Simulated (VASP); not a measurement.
**Ni: single point with LDA**

Ni:

```
Ni
1.0
     0.00000    1.71246    1.71246
     1.71246    0.00000    1.71246
     1.71246    1.71246    0.00000
Ni
1
Direct
  0.00000 0.00000 0.00000
```

```yaml
Program: VASP 6.6.1
Task: single point
Functional: LDA
Potentials_or_basis: VASP PAW LDA potentials, release 64 (Ni)
Cutoff: 520 eV
k_mesh: 16 × 16 × 16
Occupations: gaussian, width 0.01 eV
Spin: collinear spin, ferromagnetic start
Starting_moments: "[0.607] μB"
Dipole_correction: no
Further_INCAR_settings: ALGO = Normal; EDIFF = 1e-06; NBANDS = 15
```

```json
{"Pressure": "-0.7 GPa", "Net moment": "0.57 μB per cell", "Site moments": "Ni +0.57 μB", "Valence electrons inside the program's atomic spheres": "Ni 9.47"}
```

Levels at points of the mesh, in eV from the Fermi level:
Spin up:
| k point | band 2 | band 3 | band 4 | band 5 | band 6 | band 7 | band 8 | band 9 |
| --- | --- | --- | --- | --- | --- | --- | --- | --- |
| (0.00, 0.00, 0.00) | -2.55 | -2.55 | -2.55 | -1.26 | -1.26 | 24.44 | 28.84 | 28.84 |
| (0.50, 0.00, 0.00) | -2.57 | -2.57 | -0.48 | -0.48 | -0.41 | 6.32 | 22.93 | 25.98 |
| (0.50, 0.50, 0.00) | -4.57 | -0.45 | -0.30 | -0.30 | 2.50 | 10.02 | 15.53 | 15.53 |
Spin down:
| k point | band 3 | band 4 | band 5 | band 6 | band 7 | band 8 |
| --- | --- | --- | --- | --- | --- | --- |
| (0.00, 0.00, 0.00) | -1.97 | -1.97 | -0.73 | -0.73 | 24.43 | 28.88 |
| (0.50, 0.00, 0.00) | -2.04 | -0.37 | 0.14 | 0.14 | 6.68 | 22.91 |
| (0.50, 0.50, 0.00) | 0.11 | 0.37 | 0.37 | 2.55 | 10.29 | 15.60 |

Wall time 28 s on 1 thread of Intel(R) Xeon(R) Platinum 8488C (Sapphire Rapids), with other jobs on the host, peak memory 0.13 GiB.
